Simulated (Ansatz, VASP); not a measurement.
## ZnS: VASP beside Ansatz

The input INCAR:

```
SYSTEM = ZnS
PREC = Accurate
ENCUT = 500
EDIFF = 1E-6
ISMEAR = 0
SIGMA = 0.01
LREAL = .False.
LASPH = .True.
NELM = 120
ALGO = Normal
ISIF = 2
LWAVE = .False.
LCHARG = .False.
GGA = PE
NBANDS = 16
GGA_COMPAT = .False.
```

The input KPOINTS:

```
Automatic mesh
0
Gamma
  6 6 6
  0 0 0
```

File POSCAR:

```
ZnS
1.0
    0.0000000000      2.6936828773      2.6936828773
    2.6936828773      0.0000000000      2.6936828773
    2.6936828773      2.6936828773      0.0000000000
Zn S
1 1
Direct
    0.0000000000      0.0000000000      0.0000000000
    0.2500000000      0.2500000000      0.2500000000
```

Input for Ansatz:

```yaml
crystal:
  lattice:
    - [0.0, 2.6936828773, 2.6936828773]
    - [2.6936828773, 0.0, 2.6936828773]
    - [2.6936828773, 2.6936828773, 0.0]
  atoms:
    - { symbol: Zn, position: [0.0, 0.0, 0.0] }
    - { symbol: S, position: [0.25, 0.25, 0.25] }
basis:
  ecutwfc: 420
  precision: f64
kpoints:
  mp_grid: { grid: [6, 6, 6] }
hamiltonian:
  xc: pbe
scf:
  occupations: { method: fixed }
output:
  forces: true
  stress: true
  eigenvalues: true
```

Alike in both runs: task single point; functional PBE; k mesh 6 × 6 × 6; no spin polarisation.

|  | VASP | Ansatz |
| --- | --- | --- |
| version | VASP 6.6.1 | Ansatz 0.2.0 |
| potentials or method | VASP PAW PBE potentials, release 64 (Zn, S), cutoff 500 eV | scalar-relativistic, plane waves, PAW |
| occupations | gaussian, width 0.01 eV | fixed |
| valence electrons in the cell | 18 | 18 |

|  | VASP | Ansatz | Ansatz less VASP |
| --- | --- | --- | --- |
| gap on the k mesh at the Fermi level (eV) | 2.15 | 2.15 | -0.005 |
| least direct gap on the mesh (eV) | 2.15 | 2.15 | -0.005 |
| pressure (GPa) | 2.5 | 2.3 | -0.16 |
